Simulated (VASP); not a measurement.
**ZnS: single point with PBE**

The system is ZnS.

```
Zn S
1.0
     0.00000    2.69401    2.69401
     2.69401    0.00000    2.69401
     2.69401    2.69401    0.00000
Zn S
1 1
Cartesian
  1.3470 1.3470 1.3470
  0.0000 0.0000 0.0000
```

This cell differs from its parent crystal: volume changed by -3%.

* Program: VASP 6.6.1
* Task: single point
* Functional: PBE
* Potentials or basis: VASP PAW PBE potentials, release 64 (Zn, S)
* Cutoff: 520 eV
* k mesh: 6 × 6 × 6
* Occupations: gaussian, width 0.01 eV
* Spin: no spin polarisation

The pressure is 2.5 GPa and the band gap on the k mesh is 2.15 eV, direct.

Levels at points of the mesh, in eV from the valence-band top:
| k point | band 7 | band 8 | band 9 | band 10 | band 11 | band 12 |
| --- | --- | --- | --- | --- | --- | --- |
| (0.00, 0.00, 0.00) | 0.00 | 0.00 | 0.00 | 2.15 | 6.39 | 6.39 |
| (0.50, 0.00, 0.00) | -5.35 | -0.88 | -0.88 | 3.33 | 6.92 | 6.92 |
| (0.50, 0.50, 0.00) | -4.59 | -2.25 | -2.25 | 3.38 | 4.07 | 11.04 |

It took 8.6 s on 1 thread of Intel(R) Xeon(R) Platinum 8259CL CPU @ 2.50GHz (Skylake/Cascade Lake), on a shared host, peak memory 0.15 GiB.
